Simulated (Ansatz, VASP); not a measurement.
**One calculation of ZrS, two programs**

```xyz
2
Lattice="0.0000 2.5463 2.6250 2.5463 0.0000 2.6250 2.5463 2.5463 0.0000" Properties=species:S:1:pos:R:3 pbc="T T T"
Zr    0.0000    0.0000    0.0000
S     2.5463    2.5463    2.6250
```

Change from the starting cell: strain -0.030 along x and y, +0.000 along z, atoms carried along.

Alike in both runs: task single point; functional PBEsol; k mesh 16 × 16 × 16; occupations gaussian, width 0.15 eV; no spin polarisation.

|  | VASP | Ansatz |
| --- | --- | --- |
| version | VASP 6.6.1 | Ansatz 0.2.0 |
| potentials or method | VASP PAW PBE potentials, release 64 (Zr_sv, S), cutoff 520 eV | scalar-relativistic, plane waves, PAW |
| valence electrons in the cell | 18 | 18 |

Ansatz gave:

```
gap on the k mesh at the Fermi level (eV)                     : none
pressure (GPa)                                                : 2.3
traceless stress, the component that is largest in VASP (GPa) : -6.13
```

Task: Estimate VASP's values.

Result: gap on the k mesh at the Fermi level (eV): none; pressure (GPa): 2.5; traceless stress, the component that is largest in VASP (GPa): -6.17.

VASP's potentials were made for PBE, not for PBEsol. A gap of «none» marks a metal or a gap that the smearing closes. The functional is the same, so the differences come from potentials, cutoffs and numerics.
